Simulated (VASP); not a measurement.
# ZrSi2 (Cmcm) in VASP: notebook, part 2 of 2

VASP 6.6.1. Earlier steps stand in the parts before.

**5. Single point, PBE**

This run uses another cell than the first one, of 17.04 Å³/atom.

Contents of INCAR:

```
SYSTEM = ZrSi2
ALGO = Normal
EDIFF = 1E-6
ENCUT = 520
GGA = PE
ISIF = 2
ISMEAR = -1
LASPH = .TRUE.
LCHARG = .TRUE.
LELF = .TRUE.
LREAL = .FALSE.
LVHAR = .TRUE.
LWAVE = .FALSE.
NBANDS = 29
NELM = 100
PREC = Accurate
SIGMA = 0.05
```

Contents of KPOINTS:

```
k-points
0
G
  7 7 7
  0 0 0
```

Contents of POSCAR:

```
ZrSi2
1.0
    1.8652718808     -7.4162928127      0.0000000000
    1.8652718808      7.4162928127      0.0000000000
    0.0000000000      0.0000000000      3.6963185895
Zr Si
2 4
Direct
    0.1054000000      0.8946000000      0.2500000000
    0.8946000000      0.1054000000      0.7500000000
    0.7504000000      0.2496000000      0.2500000000
    0.2496000000      0.7504000000      0.7500000000
    0.4478000000      0.5522000000      0.2500000000
    0.5522000000      0.4478000000      0.7500000000
```

Potentials or basis: VASP PAW PBE potentials, release 64 (Zr_sv, Si).

Command:

```sh
cat potpaw_PBE.64/Zr_sv/POTCAR potpaw_PBE.64/Si/POTCAR > POTCAR
mpirun -np 1 vasp_std > vasp.out
```

OUTCAR:

```text
SYSTEM = ZrSi2
   EDIFF = 1E-6
   ENCUT = 520
   GGA = PE
   ISIF = 2
   ISMEAR = -1
   LASPH = .TRUE.
   LREAL = .FALSE.
   NELM = 100
   PREC = Accurate

 ion  position               nearest neighbor table
   1  0.105  0.895  0.250-   6 2.74   6 2.74   6 2.74   6 2.74   4 2.83   4 2.83   3 2.85   3 2.85
                             5 2.99   5 2.99   2 3.63   2 3.63
   2  0.895  0.105  0.750-   5 2.74   5 2.74   5 2.74   5 2.74   3 2.83   3 2.83   4 2.85   4 2.85
                             6 2.99   6 2.99   1 3.63   1 3.63
   3  0.750  0.250  0.250-   4 2.63   4 2.63   4 2.63   4 2.63   2 2.83   2 2.83   1 2.85   1 2.85

   4  0.250  0.750  0.750-   3 2.63   3 2.63   3 2.63   3 2.63   1 2.83   1 2.83   2 2.85   2 2.85

   5  0.448  0.552  0.250-   6 2.41   6 2.41   2 2.74   2 2.74   2 2.74   2 2.74   1 2.99   1 2.99

   6  0.552  0.448  0.750-   5 2.41   5 2.41   1 2.74   1 2.74   1 2.74   1 2.74   2 2.99   2 2.99

  LATTYP: Found a base centered orthorhombic cell.
 ALAT       =     3.7305437616
 B/A-ratio  =     3.9759848894
 C/A-ratio  =     0.9908256881

  Lattice vectors:

 A1 = (   1.8652718808,  -7.4162928127,   0.0000000000)
 A2 = (   1.8652718808,   7.4162928127,   0.0000000000)
 A3 = (   0.0000000000,   0.0000000000,   3.6963185895)

Analysis of symmetry for initial positions (statically):
=====================================================================
 Subroutine PRICEL returns:
 Original cell was already a primitive cell.

 Routine SETGRP: Setting up the symmetry group for a
 base centered orthorhombic supercell.

 Subroutine GETGRP returns: Found  8 space group operations
 (whereof  4 operations were pure point group operations)
 out of a pool of  8 trial point group operations.

The static configuration has the point symmetry C_2h.
 The point group associated with its full space group is D_2h.

Analysis of symmetry for dynamics (positions and initial velocities):
=====================================================================
 Subroutine PRICEL returns:
 Original cell was already a primitive cell.

 Routine SETGRP: Setting up the symmetry group for a
 base centered orthorhombic supercell.

 Subroutine GETGRP returns: Found  8 space group operations
 (whereof  4 operations were pure point group operations)
 out of a pool of  8 trial point group operations.

The dynamic configuration has the point symmetry C_2h.
 The point group associated with its full space group is D_2h.

 Subroutine INISYM returns: Found  8 space group operations
 (whereof  4 operations are pure point group operations),
 and found     1 'primitive' translations

----------------------------------------------------------------------------------------

                                     Primitive cell

  volume of cell :     102.2653

  direct lattice vectors                    reciprocal lattice vectors
     1.865271881 -7.416292813  0.000000000     0.268057437 -0.067419129  0.000000000
     1.865271881  7.416292813  0.000000000     0.268057437  0.067419129  0.000000000
     0.000000000  0.000000000  3.696318590     0.000000000  0.000000000  0.270539450

  length of vectors
     7.647263450  7.647263450  3.696318590     0.276405732  0.276405732  0.270539450

  position of ions in fractional coordinates (direct lattice)
     0.105400000  0.894600000  0.250000000
     0.894600000  0.105400000  0.750000000
     0.750400000  0.249600000  0.250000000
[... 26 lines left out ...]
     0.000000000  0.000000000  0.038648493     0.000000000  0.000000000  0.142857143

  Length of vectors
     0.039486533  0.039486533  0.038648493

  Shift w.r.t. Gamma in fractional coordinates (k-lattice)
     0.000000000  0.000000000  0.000000000

 Subroutine IBZKPT returns following result:
 ===========================================

 Found     64 irreducible k-points:

 Following reciprocal coordinates:
            Coordinates               Weight
  0.000000  0.000000  0.000000      1.000000
  0.142857 -0.000000  0.000000      4.000000
  0.285714 -0.000000  0.000000      4.000000
  0.428571 -0.000000  0.000000      4.000000
  0.142857  0.142857  0.000000      2.000000
  0.285714  0.142857  0.000000      4.000000
[... 16 lines left out ...]
  0.428571  0.142857  0.142857      8.000000
 -0.428571  0.142857  0.142857      8.000000
 [... further k-points ...]
   k-points           NKPTS =     64   k-points in BZ     NKDIM =     64   number of bands    NBANDS=     29
   number of dos      NEDOS =    301   number of ions     NIONS =      6
   total plane-waves  NPLWV = 100800
   dimension x,y,z NGX =    60 NGY =   60 NGZ =   28
   dimension x,y,z NGXF=   120 NGYF=  120 NGZF=   56
   ions per type =               2   4
   NGX,Y,Z   is equivalent  to a cutoff of  13.04, 13.04, 12.59 a.u.
   NGXF,Y,Z  is equivalent  to a cutoff of  26.09, 26.09, 25.19 a.u.
 SYSTEM =  ZrSi2
   PREC   = accura    normal or accurate (medium, high low for compatibility)
   ISTART =      0    job   : 0-new  1-cont  2-samecut
   ICHARG =      2    charge: 1-file 2-atom 10-const
   ISPIN  =      1    spin polarized calculation?
   LNONCOLLINEAR =      F non collinear calculations
   LSORBIT =      F    spin-orbit coupling
   LASPH  =      T    aspherical Exc in radial PAW
   ENCUT  =  520.0 eV  38.22 Ry    6.18 a.u.  14.22 14.22  6.87*2*pi/ulx,y,z
   NELM   =    100;   NELMIN=  2; NELMDL= -5     # of ELM steps
   EDIFF  = 0.1E-05   stopping-criterion for ELM
   LREAL  =      F    real-space projection
[... 7 lines left out ...]
   TEBEG  =    0.0;   TEEND  =   0.0 temperature during run
   PSTRESS=    0.0 pullay stress
   NELECT =      40.0000    total number of electrons
   NUPDOWN=      -1.0000    fix difference up-down
   EMIN   =  10.00;   EMAX   =-10.00  energy-range for DOS
   EFERMI =   0.00;   METHOD = LEGACY
   ISMEAR =    -1;   SIGMA  =   0.05  broadening in eV -4-tet -1-fermi 0-gaus
   EFERMI_NEDOS =   21; number of points for ismear=-14 and -15
   IALGO  =     38    algorithm
   IMIX   =      4    mixing-type and parameters
     AMIX     =   0.40;   BMIX     =  1.00
     AMIX_MAG =   1.60;   BMIX_MAG =  1.00
  volume/ion in A,a.u.               =      17.04       115.02
  Fermi-wavevector in a.u.,A,eV,Ry     =   1.197251  2.262477 19.502740  1.433411
  Thomas-Fermi vector in A             =   2.333171
   LORBIT       =      0    0 simple, 1 ext, 2 COOP (PROOUT), +10 PAW based schemes
   GGA     = PE    functional components
   LHFCALC =     F    Hartree Fock is set to
   AEXX    =    0.0000 exact exchange contribution
   IVDW    =     0    specifies the selected vdW correction
   LEPSILON=     F    determine dielectric tensor
   LRPA    =     F    only Hartree local field effects (RPA)
 non-spin polarized calculation
  energy-cutoff  :      520.00
  volume of cell :      102.27
 maximum number of plane-waves:      2770
 NGX is ok and might be reduce to    60
   NGX = 29   NGY = 29   NGZ = 13

 number of electron      40.0000000 magnetization

 Free energy of the ion-electron system (eV)
  ---------------------------------------------------
  ext. energy  EPLUGINS =         0.00000000
  ---------------------------------------------------
  free energy    TOTEN  =       -42.71050118 eV

  energy without entropy =      -42.70140794  energy(sigma->0) =      -42.70595456

 E-fermi :   9.7660     XC(G=0): -11.1867

 val. band max:        9.7374380805   @ k =  -0.4286   0.4286   0.1429
 cond. band min:       9.7858028295   @ k =   0.4286   0.4286   0.2857
 fundamental gap:      0.0483647490
 Fermi energy:         9.7659531435

 k-point     1 :       0.0000    0.0000    0.0000
  band No.  band energies     occupation
      1     -39.0432      2.00000
      2     -39.0320      2.00000
      3     -17.2544      2.00000
      4     -17.1279      2.00000
      5     -17.1073      2.00000
      6     -17.1017      2.00000
[... 757 lines left out ...]
     28      13.1725      0.00000
     29      14.0636      0.00000

 [... further k-points ...]
[... 5 lines left out ...]
  --------------------------------------------------------------------------------------
  -------------------------------------------------------------------------------------
  Total       -1.4837287     -0.5383852     -1.1462918      0.0000000      0.0000000      0.0000000
  in kB      -23.2453816     -8.4348104    -17.9588021      0.0000000      0.0000000      0.0000000
  external PRESSURE =     -16.5463314 kB  Pullay stress =       0.0000000 kB

 VOLUME and BASIS-vectors are now :
 -----------------------------------------------------------------------------
  energy-cutoff  :      520.00
  volume of cell :      102.27
      direct lattice vectors                 reciprocal lattice vectors
     1.865271881 -7.416292813  0.000000000     0.268057437 -0.067419129  0.000000000
     1.865271881  7.416292813  0.000000000     0.268057437  0.067419129  0.000000000
     0.000000000  0.000000000  3.696318590     0.000000000  0.000000000  0.270539450

 POSITION                                       TOTAL-FORCE (eV/Angst)
 -----------------------------------------------------------------------------------
      1.86527      5.85294      0.92408         0.000000     -0.024858      0.000000
      1.86527     -5.85294      2.77224         0.000000      0.024858     -0.000000
      1.86527     -3.71408      0.92408         0.000000      0.075776      0.000000
      1.86527      3.71408      2.77224         0.000000     -0.075776      0.000000
      1.86527      0.77426      0.92408         0.000000      0.117549      0.000000
      1.86527     -0.77426      2.77224         0.000000     -0.117549      0.000000
 -----------------------------------------------------------------------------------
    total drift:                                0.000000      0.000000     -0.000000

  FREE ENERGIE OF THE ION-ELECTRON SYSTEM (eV)
  ---------------------------------------------------
  free  energy   TOTEN  =       -42.7105011770 eV

  energy  without entropy=      -42.7014079443  energy(sigma->0) =      -42.70595456
```

Run time: 3.9 min. Hardware: 1 thread of Intel Xeon Platinum 8259CL at 2.50GHz (Skylake/Cascade Lake), shared host; peak memory 0.39 GiB.

Results:

```yaml
Free_energy: -42.7105 eV
Pressure: -1.7 GPa
Largest_force: 0.118 eV/Å
Band_gap_on_the_k_mesh: zero (bands 20 and 21 overlap by 0.64 eV)
```

Forces on the atoms (eV/Å):
```
Zr   0.000 -0.025  0.000
Zr   0.000  0.025  0.000
Si   0.000  0.076  0.000
Si   0.000 -0.076  0.000
Si   0.000  0.118  0.000
Si   0.000 -0.118  0.000
```

Levels at points of the mesh, in eV from the Fermi level:
```tsv
k point	band 18	band 19	band 20	band 21	band 22	band 23
(0.00, 0.00, 0.00)	-2.27	-2.27	-0.11	1.14	1.41	1.47
```

**6. Overview**

```csv
cell,gap on the mesh (eV),pressure (GPa),largest force (eV/Å)
"a = 7.546, b = 7.546, c = 3.647 Å, angles 90.0, 90.0, 151.8°, 6 atoms",none,3.7,0.24
"a = 7.597, b = 7.597, c = 3.672 Å, angles 90.0, 90.0, 151.8°, 6 atoms",none,0.9,0.17
"a = 7.647, b = 7.647, c = 3.696 Å, angles 90.0, 90.0, 151.8°, 6 atoms",none,-1.7,0.12
```

Alike in all rows: task single point; level PBE; potentials or basis VASP PAW PBE potentials, release 64 (Zr_sv, Si); no spin polarisation; k mesh 7 × 7 × 7; cutoff (eV) 520; smearing fermi-dirac 0.05 eV.

Caveats: the cell stands under pressure (at least some runs).

Total energies depend on the potentials used, so only differences within one code and one set of settings carry meaning.

The gap in the log of VASP goes by the Fermi energy; the results here count the filled bands.